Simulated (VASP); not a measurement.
Crystal: Ir.

```
Ir
1.0
    -1.55577    1.55577    1.55577
     1.55577   -1.55577    1.55577
     1.55577    1.55577   -1.55577
Ir
1
Direct
  0.00000 0.00000 0.00000
```

Program: VASP 6.6.1. Alike in all runs: task single point; potentials or basis VASP PAW PBE potentials, release 64 (Ir); cell as given; cutoff (eV) 520; smearing fermi-dirac 0.1 eV.

Order these runs on this cell by their pressure, lowest first.
A. level PBE; spin off; k mesh 7 × 7 × 7
B. level PBE; spin non-collinear, zero start, SOC; k mesh 14 × 14 × 14
C. level HSE06; spin off; k mesh 7 × 7 × 7; grid for exact exchange (PRECFOCK) Normal; screening parameter 0.2079 1/Å

C (-11.7 GPa), A (-0.7 GPa), B (1.9 GPa).

Caveats: some runs use coarse meshes; the PAW data sets were made with another functional, which shifts forces and pressure a little (some runs).
